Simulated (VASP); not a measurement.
CsRe2: single point with PBE

CsRe2:

```
CELL_PARAMETERS angstrom
-2.56420 2.56420 6.14091
2.56420 -2.56420 6.14091
2.56420 2.56420 -6.14091
ATOMIC_POSITIONS crystal
Cs 0.00000 0.00000 0.00000
Cs 0.75000 0.25000 0.50000
Re 0.40817 0.40817 0.00000
Re 0.15817 0.65817 0.50000
Re 0.34183 0.84183 0.50000
Re 0.59183 0.59183 0.00000
```

```
Program             : VASP 6.6.1
Task                : single point
Functional          : PBE
Potentials or basis : VASP PAW PBE potentials, release 64 (Cs_sv, Re)
Cutoff              : 520 eV
k mesh              : 10 × 10 × 10
Occupations         : gaussian, width 0.1 eV
Spin                : no spin polarisation
```

The pressure is -0.6 GPa. The largest force is 0.546 eV/Å and the band gap on the k mesh is zero (bands 23 and 24 overlap by 1.19 eV).

Forces on the atoms (eV/Å):
```
Cs   0.000  0.000  0.000
Cs   0.000  0.000  0.000
Re   0.000  0.000  0.546
Re   0.000  0.000  0.546
Re   0.000  0.000 -0.546
Re   0.000  0.000 -0.546
```

Stress tensor (GPa, compression positive):
```
 0.14  0.00  0.00
 0.00  0.14  0.00
 0.00  0.00 -2.20
```

Levels at points of the mesh, in eV from the Fermi level:
```csv
k point,band 21,band 22,band 23,band 24,band 25,band 26
"(0.00, 0.00, 0.00)",-1.01,-0.17,0.94,0.94,1.03,1.12
"(0.50, 0.00, 0.00)",-0.88,-0.76,-0.21,0.33,0.37,0.94
"(0.50, 0.50, 0.00)",-0.59,-0.59,-0.24,-0.24,0.07,0.07
"(0.50, 0.50, 0.50)",-0.44,-0.44,0.21,0.21,1.11,1.11
```

It took 19 min on 1 thread of Intel(R) Xeon(R) 6975P-C (Granite Rapids), on a shared host, peak memory 0.68 GiB.

Caveat: spin-orbit coupling is left out, which moves the levels of the heavy elements.
